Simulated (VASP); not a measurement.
A run of VASP 6.6.1 is set up as follows.

The input POSCAR:

```
Li2BrCl
1.0
    1.8760659209      1.0831471644      6.1164156592
   -1.8760659209      1.0831471644      6.1164156592
    0.0000000000     -2.1662943289      6.1164156591
Cl Br Li
1 1 2
Direct
    1.0000000000      0.0000000000      0.0000000000
    0.5000000000      0.5000000000      0.5000000000
    0.2543610291      0.2543610291      0.2543610291
    0.7456389709      0.7456389709      0.7456389709
```

INCAR.step1

```
PREC     = Accurate       # precision mode
ENCUT    = 520            # plane-wave cutoff, eV
ISMEAR   = 0              # smearing method
SIGMA    = 0.01           # smearing width, eV
LREAL    = F              # projectors in reciprocal space
LASPH    = T              # aspherical terms in the spheres
NELM     = 100            # most SCF steps
NBANDS   = 18             # bands
GGA      = PE             # functional
ALGO     = Normal         # electronic algorithm
EDIFF    = 1E-4           # SCF threshold, eV
LWAVE    = T              # write WAVECAR
LCHARG   = F              # write CHGCAR
```

The input INCAR.step2:

```
PREC     = Accurate       # precision mode
ENCUT    = 520            # plane-wave cutoff, eV
EDIFF    = 1E-7           # SCF threshold, eV
ISMEAR   = 0              # smearing method
SIGMA    = 0.01           # smearing width, eV
LREAL    = F              # projectors in reciprocal space
LASPH    = T              # aspherical terms in the spheres
NELM     = 100            # most SCF steps
ALGO     = Normal         # electronic algorithm
ISIF     = 2              # what is computed and relaxed
LWAVE    = F              # write WAVECAR
LCHARG   = F              # write CHGCAR
METAGGA  = R2SCAN         # meta-GGA
LMIXTAU  = T            
NBANDS   = 18             # bands
ISTART   = 1
```

KPOINTS

```
regular mesh
0
Gamma
  4 4 4
```

Potentials or basis: VASP PAW PBE potentials, release 64 (Cl, Br, Li_sv).

Command:

```bash
$ cat potpaw_PBE.64/Cl/POTCAR potpaw_PBE.64/Br/POTCAR potpaw_PBE.64/Li_sv/POTCAR > POTCAR
$ cp INCAR.step1 INCAR
$ mpirun -np 1 vasp_std > vasp.out
$ cp INCAR.step2 INCAR
$ mpirun -np 1 vasp_std > vasp.out
```

Task: Estimate the band gap on the k mesh.

Result: 5.96 eV.

Task: Estimate the largest force.

Result: 0.029 eV/Å.

Forces in eV/Å, atoms in the order of the input:
```
Cl   0.000  0.000  0.000
Br   0.000  0.000  0.000
Li   0.000  0.000 -0.029
Li   0.000  0.000  0.029
```

Caveat: the k points lie up to 0.49 Å⁻¹ apart; the PAW data sets were made with another functional, which shifts forces and pressure a little. A k mesh can miss the band edges.
